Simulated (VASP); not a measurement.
# Al2AuS4 (I-4) in VASP: notebook, part 2 of 2

VASP 6.6.1. The steps go on from the part before.

### Step 3. Single point, r2SCAN+D3(BJ)

Contents of POSCAR:

```
Al2AuS4
1.0
    0.0000000000      5.2740420000      0.0000000000
    5.2740420000      0.0000000000      0.0000000000
    2.6370210000      2.6370210000     -5.2232470000
Au Al S
1 2 4
Direct
    0.0000000000      0.0000000000      0.0000000000
    0.7500000000      0.2500000000      0.5000000000
    0.5000000000      0.5000000000      0.0000000000
    0.3800000000      0.3900000000      0.7400000000
    0.6100000000      0.1200000000      0.2600000000
    0.8800000000      0.8700000000      0.7400000000
    0.1300000000      0.6200000000      0.2600000000
```

Contents of INCAR.step1:

```
SYSTEM = Al2AuS4
PREC = Accurate ; ENCUT = 520
ISMEAR = -1 ; SIGMA = 0.1
LREAL = .False. ; LASPH = .True.
NELM = 60 ; NBANDS = 30
GGA = PE ; ALGO = Normal
EDIFF = 1E-4 ; LWAVE = .True.
LCHARG = .False.
```

Contents of INCAR.step2:

```
SYSTEM = Al2AuS4
PREC = Accurate ; ENCUT = 520
EDIFF = 1E-6 ; ISMEAR = -1
SIGMA = 0.1 ; LREAL = .False.
LASPH = .True. ; NELM = 60
ALGO = Normal ; ISIF = 2
LWAVE = .False. ; LCHARG = .False.
METAGGA = R2SCAN ; LMIXTAU = .True.
IVDW = 12 ; VDW_S6 = 1.0
VDW_S8 = 0.78981345 ; VDW_A1 = 0.49484001
VDW_A2 = 5.73083694 ; NBANDS = 30
ISTART = 1
```

Contents of KPOINTS:

```
regular mesh
0
Gamma
  4 4 4
  0 0 0
```

Potentials or basis: VASP PAW PBE potentials, release 64 (Au, Al, S).

On the command line:

```
$ cat potpaw_PBE.64/Au/POTCAR potpaw_PBE.64/Al/POTCAR potpaw_PBE.64/S/POTCAR > POTCAR
$ cp INCAR.step1 INCAR
$ mpirun -np 1 vasp_std > vasp.out
$ cp INCAR.step2 INCAR
$ mpirun -np 1 vasp_std > vasp.out
```

OUTCAR:

```text
SYSTEM = Al2AuS4
   PREC = Accurate
   ENCUT = 520
   EDIFF = 1E-6
   ISMEAR = -1
   LREAL = .False.
   LASPH = .True.
   NELM = 60
   ISIF = 2
   METAGGA = R2SCAN
   IVDW = 12
   ISTART = 1
 IVDW          = 12

 ion  position               nearest neighbor table
   1  0.000  0.000  0.000-   6 2.34   5 2.34   4 2.34   7 2.34
   2  0.750  0.250  0.500-   4 2.28   7 2.28   6 2.28   5 2.28
   3  0.500  0.500  0.000-   4 2.28   7 2.28   6 2.28   5 2.28
   4  0.380  0.390  0.740-   3 2.28   2 2.28   1 2.34
   5  0.610  0.120  0.260-   3 2.28   2 2.28   1 2.34
   6  0.880  0.870  0.740-   3 2.28   2 2.28   1 2.34
   7  0.130  0.620  0.260-   3 2.28   2 2.28   1 2.34

  LATTYP: Found a body centered tetragonal cell.
 ALAT       =     5.2740420000
 C/A-ratio  =     1.9807377340

  Lattice vectors:

 A1 = (  -2.6370210000,   2.6370210000,   5.2232470000)
 A2 = (   2.6370210000,  -2.6370210000,   5.2232470000)
 A3 = (   2.6370210000,   2.6370210000,  -5.2232470000)

Analysis of symmetry for initial positions (statically):
=====================================================================
 Subroutine PRICEL returns:
 Original cell was already a primitive cell.

 Routine SETGRP: Setting up the symmetry group for a
 body centered tetragonal supercell.

 Subroutine GETGRP returns: Found  4 space group operations
 (whereof  4 operations were pure point group operations)
 out of a pool of 16 trial point group operations.

The static configuration has the point symmetry S_4 .

Analysis of symmetry for dynamics (positions and initial velocities):
=====================================================================
 Subroutine PRICEL returns:
 Original cell was already a primitive cell.

 Routine SETGRP: Setting up the symmetry group for a
 body centered tetragonal supercell.

 Subroutine GETGRP returns: Found  4 space group operations
 (whereof  4 operations were pure point group operations)
 out of a pool of 16 trial point group operations.

The dynamic configuration has the point symmetry S_4 .

 Subroutine INISYM returns: Found  4 space group operations
 (whereof  4 operations are pure point group operations),
 and found     1 'primitive' translations

----------------------------------------------------------------------------------------

                                     Primitive cell

  volume of cell :     145.2873

  direct lattice vectors                    reciprocal lattice vectors
     0.000000000  5.274042000  0.000000000     0.000000000  0.189607895  0.095725896
     5.274042000  0.000000000  0.000000000     0.189607895  0.000000000  0.095725896
     2.637021000  2.637021000 -5.223247000     0.000000000  0.000000000 -0.191451792

  length of vectors
     5.274042000  5.274042000  6.417948951     0.212401980  0.212401980  0.191451792

  position of ions in fractional coordinates (direct lattice)
     0.000000000  0.000000000  0.000000000
     0.750000000  0.250000000  0.500000000
     0.500000000  0.500000000  0.000000000
     0.380000000  0.390000000  0.740000000
     0.610000000  0.120000000  0.260000000
     0.880000000  0.870000000  0.740000000
     0.130000000  0.620000000  0.260000000

[... 43 lines left out ...]
 -0.250000  0.500000  0.000000      8.000000
 -0.250000  0.250000  0.000000      4.000000
  0.500000  0.500000  0.000000      2.000000
  0.000000  0.000000  0.250000      2.000000
  0.500000  0.000000  0.250000      4.000000
 -0.250000  0.000000  0.250000      8.000000
  0.500000  0.500000  0.250000      2.000000
 -0.250000 -0.250000  0.250000      4.000000
  0.000000  0.000000  0.500000      1.000000
   k-points           NKPTS =     14   k-points in BZ     NKDIM =     14   number of bands    NBANDS=     30
   number of dos      NEDOS =    301   number of ions     NIONS =      7
   total plane-waves  NPLWV =  76800
   dimension x,y,z NGX =    40 NGY =   40 NGZ =   48
   dimension x,y,z NGXF=    80 NGYF=   80 NGZF=   96
   ions per type =               1   2   4
   NGX,Y,Z   is equivalent  to a cutoff of  12.61, 12.61, 12.43 a.u.
   NGXF,Y,Z  is equivalent  to a cutoff of  25.22, 25.22, 24.87 a.u.
 SYSTEM =  Al2AuS4
   PREC   = accura    normal or accurate (medium, high low for compatibility)
   ISTART =      1    job   : 0-new  1-cont  2-samecut
   ICHARG =      0    charge: 1-file 2-atom 10-const
   ISPIN  =      1    spin polarized calculation?
   LNONCOLLINEAR =      F non collinear calculations
   LSORBIT =      F    spin-orbit coupling
   LASPH  =      T    aspherical Exc in radial PAW
   ENCUT  =  520.0 eV  38.22 Ry    6.18 a.u.   9.81  9.81 11.93*2*pi/ulx,y,z
   NELM   =     60;   NELMIN=  2; NELMDL=  0     # of ELM steps
   EDIFF  = 0.1E-05   stopping-criterion for ELM
   LREAL  =      F    real-space projection
   EDIFFG = 0.1E-04   stopping-criterion for IOM
   NSW    =      0    number of steps for IOM
   IBRION =     -1    ionic relax: 0-MD 1-quasi-New 2-CG
   NFREE  =      0    steps in history (QN), initial steepest desc. (CG)
   ISIF   =      2    stress and relaxation
   ISYM   =      2    0-nonsym 1-usesym 2-fastsym
   POTIM  = 0.5000    time-step for ionic-motion
   TEBEG  =    0.0;   TEEND  =   0.0 temperature during run
   PSTRESS=    0.0 pullay stress
   NELECT =      41.0000    total number of electrons
   NUPDOWN=      -1.0000    fix difference up-down
   EMIN   =  10.00;   EMAX   =-10.00  energy-range for DOS
   EFERMI =   0.00;   METHOD = LEGACY
   ISMEAR =    -1;   SIGMA  =   0.10  broadening in eV -4-tet -1-fermi 0-gaus
   EFERMI_NEDOS =   21; number of points for ismear=-14 and -15
   IALGO  =     38    algorithm
   IMIX   =      4    mixing-type and parameters
     AMIX     =   0.40;   BMIX     =  1.00
     AMIX_MAG =   1.60;   BMIX_MAG =  1.00
  volume/ion in A,a.u.               =      20.76       140.06
  Fermi-wavevector in a.u.,A,eV,Ry     =   1.073809  2.029204 15.688400  1.153065
  Thomas-Fermi vector in A             =   2.209619
   LORBIT       =      0    0 simple, 1 ext, 2 COOP (PROOUT), +10 PAW based schemes
   METAGGA = R2SCAN    functional components
   LHFCALC =     F    Hartree Fock is set to
   AEXX    =    0.0000 exact exchange contribution
   IVDW    =    12    specifies the selected vdW correction
   LEPSILON=     F    determine dielectric tensor
   LRPA    =     F    only Hartree local field effects (RPA)
 non-spin polarized calculation
  energy-cutoff  :      520.00
  volume of cell :      145.29
 maximum number of plane-waves:      3928
   NGX = 19   NGY = 19   NGZ = 23

 number of electron      41.0000002 magnetization

 Free energy of the ion-electron system (eV)
  ---------------------------------------------------
  ext. energy  EPLUGINS =         0.00000000
  ---------------------------------------------------
  free energy    TOTEN  =      -101.27432882 eV

  energy without entropy =     -101.09223943  energy(sigma->0) =     -101.18328413

 E-fermi :   4.1494     XC(G=0):  -9.9524

 val. band max:        4.1479396386   @ k =   0.5000   0.5000   0.2500
 cond. band min:       4.1786823435   @ k =   0.2500   0.2500   0.0000
 fundamental gap:      0.0307427049
 Fermi energy:         4.1494377467

 k-point     1 :       0.0000    0.0000    0.0000
  band No.  band energies     occupation
      1     -10.2319      2.00000
      2      -8.6611      2.00000
      3      -8.6611      2.00000
      4      -8.6555      2.00000
      5      -2.3963      2.00000
      6      -1.4381      2.00000
[... 451 lines left out ...]
     29      10.8726      0.00000
     30      12.8251      0.00000

------------------------ aborting loop because EDIFF is reached ----------------------------------------

 Edisp (eV)   -1.04602

 E8    (eV) :    -0.3228

  FORCE on cell =-STRESS in cart. coord.  units (eV):
  Direction    XX          YY          ZZ          XY          YZ          ZX
  --------------------------------------------------------------------------------------
  -------------------------------------------------------------------------------------
  Total       2.02888     2.02888     2.01700     0.00000    -0.00000     0.00000
  in kB      22.37376    22.37376    22.24280     0.00000    -0.00000     0.00000
  external pressure =       22.33 kB  Pullay stress =        0.00 kB

 VOLUME and BASIS-vectors are now :
 -----------------------------------------------------------------------------
  energy-cutoff  :      520.00
  volume of cell :      145.29
      direct lattice vectors                 reciprocal lattice vectors
     0.000000000  5.274042000  0.000000000     0.000000000  0.189607895  0.095725896
     5.274042000  0.000000000  0.000000000     0.189607895  0.000000000  0.095725896
     2.637021000  2.637021000 -5.223247000     0.000000000  0.000000000 -0.191451792

 POSITION                                       TOTAL-FORCE (eV/Angst)
 -----------------------------------------------------------------------------------
      0.00000      0.00000      0.00000        -0.000000      0.000000      0.000000
      2.63702      5.27404     -2.61162        -0.000000      0.000000      0.000000
      2.63702      2.63702      0.00000        -0.000000      0.000000      0.000000
      4.00827      3.95553     -3.86520         0.752001      0.993577      0.707592
      1.31851      3.90279     -1.35804         0.993577     -0.752001     -0.707592
      6.53981      6.59255     -3.86520        -0.752001     -0.993577      0.707592
      3.95553      1.37125     -1.35804        -0.993577      0.752001     -0.707592
 -----------------------------------------------------------------------------------
    total drift:                                0.000440      0.000466      0.000501

  FREE ENERGIE OF THE ION-ELECTRON SYSTEM (eV)
  ---------------------------------------------------
  free  energy   TOTEN  =      -102.3203449095 eV

  energy  without entropy=     -102.1382555195  energy(sigma->0) =     -102.22930021
```

Run time: 3.1 min. Hardware: 1 thread of Intel Xeon Platinum 8259CL at 2.50GHz (Skylake/Cascade Lake), shared host; peak memory 0.31 GiB.

What came out:

```yaml
Free_energy: -102.3203 eV
Pressure: 2.2 GPa
Largest_force: 1.433 eV/Å
Dispersion_energy_per_atom: -0.149 eV
```

Forces on the atoms (eV/Å):
```
Au   0.000  0.000  0.000
Al   0.000  0.000  0.000
Al   0.000  0.000  0.000
S    0.752  0.994  0.708
S    0.994 -0.752 -0.708
S   -0.752 -0.994  0.708
S   -0.994  0.752 -0.708
```

Caveat: three body term missing; the PAW data sets were made with another functional, which shifts forces and pressure a little; spin-orbit coupling is left out, which moves the levels of the heavy elements; pairwise dispersion overbinds metals, which lowers pressure and volume.

### Step 4. Single point, r2SCAN

POSCAR is that of step 3.

Contents of INCAR.step1:

```
PREC = Accurate
ENCUT = 520
ISMEAR = -1
SIGMA = 0.1
LREAL = False
LASPH = True
NELM = 60
NBANDS = 30
GGA = PE
ALGO = Normal
EDIFF = 1E-4
LWAVE = True
LCHARG = False
```

Contents of INCAR.step2:

```
PREC = Accurate
ENCUT = 520
EDIFF = 1E-7
ISMEAR = -1
SIGMA = 0.1
LREAL = False
LASPH = True
NELM = 60
ALGO = Normal
ISIF = 2
LWAVE = False
LCHARG = False
METAGGA = R2SCAN
LMIXTAU = True
NBANDS = 30
ISTART = 1
```

Contents of KPOINTS:

```
Automatic mesh
0
Gamma
  4 4 4
```

On the command line:

```
$ cat potpaw_PBE.64/Au/POTCAR potpaw_PBE.64/Al/POTCAR potpaw_PBE.64/S/POTCAR > POTCAR
$ cp INCAR.step1 INCAR
$ mpirun -np 1 vasp_std > vasp.out
$ cp INCAR.step2 INCAR
$ mpirun -np 1 vasp_std > vasp.out
```

Wall time 3.7 min (1 thread of Intel Xeon Platinum 8259CL at 2.50GHz (Skylake/Cascade Lake), shared host); peak memory 0.31 GiB.

It converged, with:

| Quantity | Value |
| --- | --- |
| Free energy | -101.2743 eV |
| Pressure | 3.4 GPa |
| Largest force | 1.432 eV/Å |

Forces in eV/Å, atoms in the order of the input:
```
Au   0.000  0.000  0.000
Al   0.000  0.000  0.000
Al   0.000  0.000  0.000
S    0.751  0.994  0.706
S    0.994 -0.751 -0.706
S   -0.751 -0.994  0.706
S   -0.994  0.751 -0.706
```

Levels at points of the mesh, in eV from the Fermi level:
```tsv
k point	band 19	band 20	band 21	band 22	band 23	band 24
(0.00, 0.00, 0.00)	0.00	0.10	0.10	3.10	3.62	4.65
(0.50, 0.00, 0.00)	-0.98	-0.61	-0.13	4.76	4.96	5.10
(0.50, 0.50, 0.00)	-0.07	-0.05	0.07	3.79	4.35	5.45
(0.00, 0.00, 0.50)	-0.51	-0.38	-0.38	3.63	3.63	3.90
```

Caveat: the PAW data sets were made with another functional, which shifts forces and pressure a little; spin-orbit coupling is left out, which moves the levels of the heavy elements.
